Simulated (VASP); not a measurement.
A run of VASP 6.6.1 is set up as follows.

Contents of INCAR:

```
PREC = Accurate ; ENCUT = 600
EDIFF = 1E-6 ; ISMEAR = 0
SIGMA = 0.1 ; LREAL = F
LASPH = T ; NELM = 100
ALGO = Normal ; ISIF = 3
LWAVE = F ; LCHARG = F
GGA = PE ; IBRION = 2
NSW = 100 ; EDIFFG = -0.01
```

KPOINTS

```
regular mesh
0
Gamma
  8 8 8
```

File POSCAR:

```
BiSb4O
1.0
    0.0000000000      4.3549316103      4.3549316103
    4.3549316103      0.0000000000      4.3549316103
    4.3549316103      4.3549316103      0.0000000000
Sb Bi O
4 1 1
Direct
    0.8853223737      0.3715592088      0.3715592088
    0.3715592088      0.3715592088      0.3715592088
    0.3715592088      0.8853223737      0.3715592088
    0.3715592088      0.3715592088      0.8853223737
    0.7500000000      0.7500000000      0.7500000000
    0.0000000000      0.0000000000      0.0000000000
```

Potentials or basis: VASP PAW PBE potentials, release 64 (Sb, Bi_d, O).

Command:

```console
$ cat potpaw_PBE.64/Sb/POTCAR potpaw_PBE.64/Bi_d/POTCAR potpaw_PBE.64/O/POTCAR > POTCAR
$ mpirun -np 1 vasp_std > vasp.out
```

Problem. Predict the band gap on the k mesh.

Solution. Zero (an odd number of electrons rules out a gap without spin polarisation).

Problem. Predict the relaxed volume.

Solution. 27.15 Å³/atom.

Problem. Predict the space group after relaxing (to 0.1 Å).

Solution. F-43m (No. 216).

Problem. What does it give for the relaxed cell?

Solution. a = 6.130 Å, b = 6.130 Å, c = 6.130 Å, α = 60.00°, β = 60.00°, γ = 60.00°.

Final structure:
```
Sb Bi O
1.0
     0.00000    4.33457    4.33457
     4.33457    0.00000    4.33457
     4.33457    4.33457    0.00000
Sb Bi O
4 1 1
Cartesian
  3.2319 5.4372 5.4372
  3.2319 3.2319 3.2319
  5.4372 3.2319 5.4372
  5.4372 5.4372 3.2319
  6.5019 6.5019 6.5019
  0.0000 0.0000 0.0000
```

Caveat: spin-orbit coupling is left out, which moves the levels of the heavy elements; an odd number of electrons without spin polarisation forces a metal; a magnetic or distorted state may lie lower.
